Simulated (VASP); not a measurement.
# CaCl (P6_3mc) in VASP: further runs

CaCl is run at these levels: PBE; tasks: single point, relaxation of cell and atoms.

Program: VASP 6.6.1. These are calculated values, not measurements. Logs are shortened: lines on timing, memory, paths and dates and some standing lists are left out, and cuts for length are marked.

## Step 1: The cell of the first run

The structure is hexagonal, space group P6_3mc (No. 186). The conventional cell has a = 4.255 Å, b = 4.255 Å, c = 6.814 Å, α = 90.00°, β = 90.00°, γ = 120.00°. Ca (site symmetry 3m) has 4 Cl at 2.58 to 2.60 Å within 3.4 Å. Cl (site symmetry 3m) has 4 Ca at 2.58 to 2.60 Å within 3.4 Å.

## Step 2: Single point, PBE

INCAR reads:

```
  PREC = Accurate
  ENCUT = 520
  EDIFF = 1E-7
  ISMEAR = 0
  SIGMA = 0.1
  LREAL = False
  LASPH = True
  NELM = 60
  ALGO = Normal
  ISIF = 2
  LWAVE = False
  LCHARG = True
  GGA = PE
  LELF = True
  LVHAR = True
  NBANDS = 25
```

KPOINTS reads:

```
regular mesh
0
Gamma
  6 6 4
```

POSCAR reads:

```
CaCl
1.0
    4.2546761845      0.0000000000      0.0000000000
   -2.1273380922      3.6846576606      0.0000000000
    0.0000000000      0.0000000000      6.8137171859
Ca Cl
2 2
Direct
    0.3333333333      0.6666666667      0.0000000000
    0.6666666667      0.3333333333      0.5000000000
    0.3333333333      0.6666666667      0.3821000000
    0.6666666667      0.3333333333      0.8821000000
```

Potentials or basis: VASP PAW PBE potentials, release 64 (Ca_sv, Cl).

On the command line:

```console
$ cat potpaw_PBE.64/Ca_sv/POTCAR potpaw_PBE.64/Cl/POTCAR > POTCAR
$ mpirun -np 1 vasp_std > vasp.out
```

OUTCAR:

```text
PREC = Accurate
   ENCUT = 520
   EDIFF = 1E-7
   ISMEAR = 0
   LREAL = False
   LASPH = True
   NELM = 60
   ISIF = 2
   GGA = PE

 ion  position               nearest neighbor table
   1  0.333  0.667  0.000-   4 2.58   4 2.58   4 2.58   3 2.60
   2  0.667  0.333  0.500-   3 2.58   3 2.58   3 2.58   4 2.60
   3  0.333  0.667  0.382-   2 2.58   2 2.58   2 2.58   1 2.60
   4  0.667  0.333  0.882-   1 2.58   1 2.58   1 2.58   2 2.60

  LATTYP: Found a hexagonal cell.
 ALAT       =     4.2546761845
 C/A-ratio  =     1.6014655147

  Lattice vectors:

 A1 = (   4.2546761845,   0.0000000000,   0.0000000000)
 A2 = (  -2.1273380922,   3.6846576606,   0.0000000000)
 A3 = (   0.0000000000,   0.0000000000,   6.8137171859)

Analysis of symmetry for initial positions (statically):
=====================================================================
 Subroutine PRICEL returns:
 Original cell was already a primitive cell.

 Routine SETGRP: Setting up the symmetry group for a
 hexagonal supercell.

 Subroutine GETGRP returns: Found 12 space group operations
 (whereof  6 operations were pure point group operations)
 out of a pool of 24 trial point group operations.

The static configuration has the point symmetry C_3v.
 The point group associated with its full space group is C_6v.

Analysis of symmetry for dynamics (positions and initial velocities):
=====================================================================
 Subroutine PRICEL returns:
 Original cell was already a primitive cell.

 Routine SETGRP: Setting up the symmetry group for a
 hexagonal supercell.

 Subroutine GETGRP returns: Found 12 space group operations
 (whereof  6 operations were pure point group operations)
 out of a pool of 24 trial point group operations.

The dynamic configuration has the point symmetry C_3v.
 The point group associated with its full space group is C_6v.

 Subroutine INISYM returns: Found 12 space group operations
 (whereof  6 operations are pure point group operations),
 and found     1 'primitive' translations

----------------------------------------------------------------------------------------

                                     Primitive cell

  volume of cell :     106.8188

  direct lattice vectors                    reciprocal lattice vectors
     4.254676185  0.000000000  0.000000000     0.235035513  0.135697817  0.000000000
    -2.127338092  3.684657661  0.000000000     0.000000000  0.271395633  0.000000000
     0.000000000  0.000000000  6.813717186     0.000000000  0.000000000  0.146762769

  length of vectors
     4.254676185  4.254676184  6.813717186     0.271395633  0.271395633  0.146762769

  position of ions in fractional coordinates (direct lattice)
     0.333333333  0.666666667  0.000000000
     0.666666667  0.333333333  0.500000000
     0.333333333  0.666666667  0.382100000
     0.666666667  0.333333333  0.882100000

  ion indices of the primitive-cell ions
   primitive index   ion index
                 1           1
                 2           2
                 3           3
                 4           4

----------------------------------------------------------------------------------------

 KPOINTS: regular mesh

Automatic generation of k-mesh.
 Grid dimensions read from file:
 generate k-points for:    6    6    4

 Generating k-lattice:

  Cartesian coordinates                     Fractional coordinates (reciprocal lattice)
     0.039172586  0.022616303  0.000000000     0.166666667  0.000000000  0.000000000
     0.000000000  0.045232606  0.000000000     0.000000000  0.166666667  0.000000000
     0.000000000  0.000000000  0.036690692     0.000000000  0.000000000  0.250000000

  Length of vectors
     0.045232606  0.045232606  0.036690692

  Shift w.r.t. Gamma in fractional coordinates (k-lattice)
     0.000000000  0.000000000  0.000000000

 Subroutine IBZKPT returns following result:
 ===========================================

 Found     21 irreducible k-points:

 Following reciprocal coordinates:
            Coordinates               Weight
  0.000000  0.000000  0.000000      1.000000
  0.166667  0.000000  0.000000      6.000000
  0.333333  0.000000  0.000000      6.000000
  0.500000  0.000000  0.000000      3.000000
  0.166667  0.166667  0.000000      6.000000
  0.333333  0.166667  0.000000     12.000000
[... 13 lines left out ...]
  0.333333  0.166667  0.500000     12.000000
  0.333333  0.333333  0.500000      2.000000
   k-points           NKPTS =     21   k-points in BZ     NKDIM =     21   number of bands    NBANDS=     25
   number of dos      NEDOS =    301   number of ions     NIONS =      4
   total plane-waves  NPLWV =  55296
   dimension x,y,z NGX =    32 NGY =   32 NGZ =   54
   dimension x,y,z NGXF=    64 NGYF=   64 NGZF=  108
   ions per type =               2   2
   NGX,Y,Z   is equivalent  to a cutoff of  12.50, 12.50, 13.18 a.u.
   NGXF,Y,Z  is equivalent  to a cutoff of  25.01, 25.01, 26.35 a.u.
 SYSTEM =  unknown system
   PREC   = accura    normal or accurate (medium, high low for compatibility)
   ISTART =      0    job   : 0-new  1-cont  2-samecut
   ICHARG =      2    charge: 1-file 2-atom 10-const
   ISPIN  =      1    spin polarized calculation?
   LNONCOLLINEAR =      F non collinear calculations
   LSORBIT =      F    spin-orbit coupling
   LASPH  =      T    aspherical Exc in radial PAW
   ENCUT  =  520.0 eV  38.22 Ry    6.18 a.u.   7.91  7.91 12.67*2*pi/ulx,y,z
   NELM   =     60;   NELMIN=  2; NELMDL= -5     # of ELM steps
   EDIFF  = 0.1E-06   stopping-criterion for ELM
   LREAL  =      F    real-space projection
   EDIFFG = 0.1E-05   stopping-criterion for IOM
   NSW    =      0    number of steps for IOM
   IBRION =     -1    ionic relax: 0-MD 1-quasi-New 2-CG
   NFREE  =      0    steps in history (QN), initial steepest desc. (CG)
   ISIF   =      2    stress and relaxation
   ISYM   =      2    0-nonsym 1-usesym 2-fastsym
   POTIM  = 0.5000    time-step for ionic-motion
   TEBEG  =    0.0;   TEEND  =   0.0 temperature during run
   PSTRESS=    0.0 pullay stress
   NELECT =      34.0000    total number of electrons
   NUPDOWN=      -1.0000    fix difference up-down
   EMIN   =  10.00;   EMAX   =-10.00  energy-range for DOS
   EFERMI =   0.00;   METHOD = LEGACY
   ISMEAR =     0;   SIGMA  =   0.10  broadening in eV -4-tet -1-fermi 0-gaus
   EFERMI_NEDOS =   21; number of points for ismear=-14 and -15
   IALGO  =     38    algorithm
   IMIX   =      4    mixing-type and parameters
     AMIX     =   0.40;   BMIX     =  1.00
     AMIX_MAG =   1.60;   BMIX_MAG =  1.00
  volume/ion in A,a.u.               =      26.70       180.21
  Fermi-wavevector in a.u.,A,eV,Ry     =   1.117769  2.112276 16.999208  1.249407
  Thomas-Fermi vector in A             =   2.254394
   LORBIT       =      0    0 simple, 1 ext, 2 COOP (PROOUT), +10 PAW based schemes
   GGA     = PE    functional components
   LHFCALC =     F    Hartree Fock is set to
   AEXX    =    0.0000 exact exchange contribution
   IVDW    =     0    specifies the selected vdW correction
   LEPSILON=     F    determine dielectric tensor
   LRPA    =     F    only Hartree local field effects (RPA)
 non-spin polarized calculation
 Gauss-broadening in eV      SIGMA  =   0.10
  energy-cutoff  :      520.00
  volume of cell :      106.82
 maximum number of plane-waves:      2898
 NGX is ok and might be reduce to    32
   NGX = 15   NGY = 15   NGZ = 25

 number of electron      33.9999996 magnetization

 Free energy of the ion-electron system (eV)
  ---------------------------------------------------
  ext. energy  EPLUGINS =         0.00000000
  ---------------------------------------------------
  free energy    TOTEN  =       -12.23912158 eV

  energy without entropy =      -12.20158160  energy(sigma->0) =      -12.22035159

 E-fermi :   5.1394     XC(G=0):  -8.6148

 val. band max:        5.0917276151   @ k =   0.3333   0.1667   0.0000
 cond. band min:       5.1632240489   @ k =   0.3333   0.1667   0.2500
 fundamental gap:      0.0714964338
 Fermi energy:         5.1393799672

 k-point     1 :       0.0000    0.0000    0.0000
  band No.  band energies     occupation
      1     -37.1769      2.00000
      2     -37.1680      2.00000
      3     -18.4903      2.00000
      4     -18.2781      2.00000
      5     -18.2501      2.00000
      6     -18.2501      2.00000
[... 17 lines left out ...]
     24       7.9211      0.00000
     25       8.1188      0.00000

 k-point     2 :       0.1667    0.0000    0.0000
  band No.  band energies     occupation
      1     -37.1751      2.00000
      2     -37.1672      2.00000
      3     -18.4849      2.00000
      4     -18.2864      2.00000
      5     -18.2812      2.00000
      6     -18.2753      2.00000
[... 17 lines left out ...]
     24       8.1641      0.00000
     25       8.3259      0.00000

 k-point     3 :       0.3333    0.0000    0.0000
  band No.  band energies     occupation
      1     -37.1711      2.00000
      2     -37.1660      2.00000
      3     -18.4813      2.00000
      4     -18.3797      2.00000
      5     -18.3248      2.00000
      6     -18.2939      2.00000
[... 17 lines left out ...]
     24       8.0675      0.00000
     25       8.3259      0.00000

 k-point     4 :       0.5000    0.0000    0.0000
  band No.  band energies     occupation
      1     -37.1687      2.00000
      2     -37.1657      2.00000
      3     -18.4842      2.00000
      4     -18.4304      2.00000
      5     -18.3339      2.00000
      6     -18.3041      2.00000
[... 17 lines left out ...]
     24       8.1705      0.00000
     25       8.3265      0.00000
[... 393 lines left out ...]
 k-point    19 :       0.1667    0.1667    0.5000
  band No.  band energies     occupation
      1     -37.1692      2.00000
      2     -37.1692      2.00000
      3     -18.4327      2.00000
      4     -18.4327      2.00000
      5     -18.2864      2.00000
      6     -18.2864      2.00000
[... 17 lines left out ...]
     24       8.1904      0.00000
     25       8.3733      0.00000

 k-point    20 :       0.3333    0.1667    0.5000
  band No.  band energies     occupation
      1     -37.1672      2.00000
      2     -37.1672      2.00000
      3     -18.4710      2.00000
      4     -18.4710      2.00000
      5     -18.2957      2.00000
      6     -18.2957      2.00000
[... 17 lines left out ...]
     24       7.8281      0.00000
     25       8.4552      0.00000

 k-point    21 :       0.3333    0.3333    0.5000
  band No.  band energies     occupation
      1     -37.1666      2.00000
      2     -37.1666      2.00000
      3     -18.4779      2.00000
      4     -18.4779      2.00000
      5     -18.2917      2.00000
      6     -18.2917      2.00000
[... 17 lines left out ...]
     24       7.8306      0.00000
     25       8.6090      0.00000

------------------------ aborting loop because EDIFF is reached ----------------------------------------

  FORCE on cell =-STRESS in cart. coord.  units (eV):
  Direction    XX          YY          ZZ          XY          YZ          ZX
  --------------------------------------------------------------------------------------
  -------------------------------------------------------------------------------------
  Total        5.8645668      5.8645668      5.5604529      0.0000000      0.0000000      0.0000000
  in kB       87.9627415     87.9627415     83.4013329      0.0000000      0.0000000      0.0000000
  external PRESSURE =      86.4422720 kB  Pullay stress =       0.0000000 kB

 VOLUME and BASIS-vectors are now :
 -----------------------------------------------------------------------------
  energy-cutoff  :      520.00
  volume of cell :      106.82
      direct lattice vectors                 reciprocal lattice vectors
     4.254676185  0.000000000  0.000000000     0.235035513  0.135697817  0.000000000
    -2.127338092  3.684657661  0.000000000     0.000000000  0.271395633  0.000000000
     0.000000000  0.000000000  6.813717186     0.000000000  0.000000000  0.146762769

 POSITION                                       TOTAL-FORCE (eV/Angst)
 -----------------------------------------------------------------------------------
     -0.00000      2.45644      0.00000         0.000000      0.000000     -0.077803
      2.12734      1.22822      3.40686         0.000000      0.000000     -0.077803
     -0.00000      2.45644      2.60352         0.000000     -0.000000      0.077803
      2.12734      1.22822      6.01038        -0.000000      0.000000      0.077803
 -----------------------------------------------------------------------------------
    total drift:                               -0.000000      0.000000     -0.000221

  FREE ENERGIE OF THE ION-ELECTRON SYSTEM (eV)
  ---------------------------------------------------
  free  energy   TOTEN  =       -12.2391215815 eV

  energy  without entropy=      -12.2015815971  energy(sigma->0) =      -12.22035159
```

It took 44 s on 1 thread of Intel Xeon Platinum 8259CL at 2.50GHz (Skylake/Cascade Lake), shared host; peak memory 0.24 GiB.

Results:

```
Free energy            : -12.2391 eV
Pressure               : 8.6 GPa
Largest force          : 0.078 eV/Å
Band gap on the k mesh : zero (band 17 reaches 5.34 eV, above the bottom of band 18 at 4.94 eV)
```

Forces in eV/Å, atoms in the order of the input:
```
Ca   0.000  0.000 -0.078
Ca   0.000  0.000 -0.078
Cl   0.000  0.000  0.078
Cl   0.000  0.000  0.078
```

Stress tensor (GPa, compression positive):
```
8.80 0.00 0.00
0.00 8.80 0.00
0.00 0.00 8.34
```

## Step 3: Single point, PBE

This run uses another cell than the first one, of 34.05 Å³/atom, 1.275 times its volume.

INCAR reads:

```
ALGO = Normal
EDIFF = 1E-7
ENCUT = 520
GGA = PE
ISIF = 2
ISMEAR = 0
LASPH = True
LCHARG = False
LREAL = False
LWAVE = False
NBANDS = 25
NELM = 100
PREC = Accurate
SIGMA = 0.1
```

KPOINTS reads:

```
k-points
0
Gamma
  6 6 4
```

POSCAR reads:

```
CaCl
1.0
    4.6088738082      0.0000000000      0.0000000000
   -2.3044369041      3.9914018008      0.0000000000
    0.0000000000      0.0000000000      7.4032719946
Ca Cl
2 2
Direct
    0.3333333333      0.6666666667     -0.0022639436
    0.6666666667      0.3333333333      0.4977360564
    0.3333333333      0.6666666667      0.3843639436
    0.6666666667      0.3333333333      0.8843639436
```

Potentials or basis: VASP PAW PBE potentials, release 64 (Ca_sv, Cl).

On the command line:

```console
$ cat potpaw_PBE.64/Ca_sv/POTCAR potpaw_PBE.64/Cl/POTCAR > POTCAR
$ mpirun -np 1 vasp_std > vasp.out
```

Run time: 64 s. Hardware: 1 thread of Intel Xeon Platinum 8259CL at 2.50GHz (Skylake/Cascade Lake), shared host; peak memory 0.27 GiB.

Results (log left out):

```
Free energy            : -12.9310 eV
Pressure               : 0.2 GPa
Largest force          : 0.005 eV/Å
Band gap on the k mesh : zero (band 17 reaches 3.75 eV, above the bottom of band 18 at 3.01 eV)
```

Forces on the atoms (eV/Å):
```
Ca   0.000  0.000 -0.005
Ca   0.000  0.000 -0.005
Cl   0.000  0.000  0.005
Cl   0.000  0.000  0.005
```

Stress tensor (GPa, compression positive):
```
0.13 0.00 0.00
0.00 0.13 0.00
0.00 0.00 0.31
```

Levels at points of the mesh, in eV from the Fermi level:
```
           k point  band 13  band 14  band 15  band 16  band 17  band 18  band 19  band 20  band 21  band 22
(0.00, 0.00, 0.00)    -6.47    -6.46    -6.46    -6.38    -1.79     0.80     0.99     0.99     1.18     1.90
(0.50, 0.00, 0.00)    -6.60    -6.44    -6.42    -6.40    -0.21     0.15     0.48     0.94     1.26     1.33
(0.00, 0.00, 0.50)    -6.47    -6.47    -6.47    -6.47    -0.65    -0.65     1.49     1.49     1.49     1.49
(0.50, 0.00, 0.50)    -6.43    -6.43    -6.42    -6.42     0.08     0.08     0.96     0.96     1.70     1.70
```

(Part 1 of 2 ends here.)
